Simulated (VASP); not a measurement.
Here is a VASP 6.6.1 calculation.

Contents of INCAR:

```
  PREC = Accurate
  ENCUT = 520
  EDIFF = 1E-7
  ISMEAR = 0
  SIGMA = 0.01
  LREAL = F
  LASPH = T
  NELM = 60
  ALGO = Normal
  ISIF = 2
  LWAVE = F
  LCHARG = T
  GGA = PE
  LELF = T
  LVHAR = T
  NBANDS = 20
```

Contents of KPOINTS:

```
Automatic mesh
0
Gamma
  6 6 2
```

File POSCAR:

```
SnSe2
1.0
    3.8251493298      0.0000000000      0.0000000000
   -1.9125746649      3.3126764929      0.0000000000
    0.0000000000      0.0000000000      6.2270790644
Sn Se
1 2
Direct
    0.0000000000      0.0000000000      0.0000000000
    0.3333333333      0.6666666667      0.2530782229
    0.6666666667      0.3333333333      0.7469217771
```

Potentials or basis: VASP PAW PBE potentials, release 64 (Sn_d, Se).

Launch:

```sh
$ cat potpaw_PBE.64/Sn_d/POTCAR potpaw_PBE.64/Se/POTCAR > POTCAR
$ mpirun -np 1 vasp_std > vasp.out
```

Problem. Predict the largest force.

Solution. 0.263 eV/Å.

Problem. What does it give for the band gap on the k mesh?

Solution. 0.79 eV, indirect (least direct gap 1.12 eV).

Stress tensor (GPa, compression positive):
```
3.02 0.00 0.00
0.00 3.02 0.00
0.00 0.00 2.85
```

Caveat: the k points lie up to 0.50 Å⁻¹ apart; spin-orbit coupling is left out, which moves the levels of the heavy elements; this functional lacks dispersion, which binds the layers, so the pressure and a relaxed spacing across them are unreliable. A k mesh can miss the band edges.
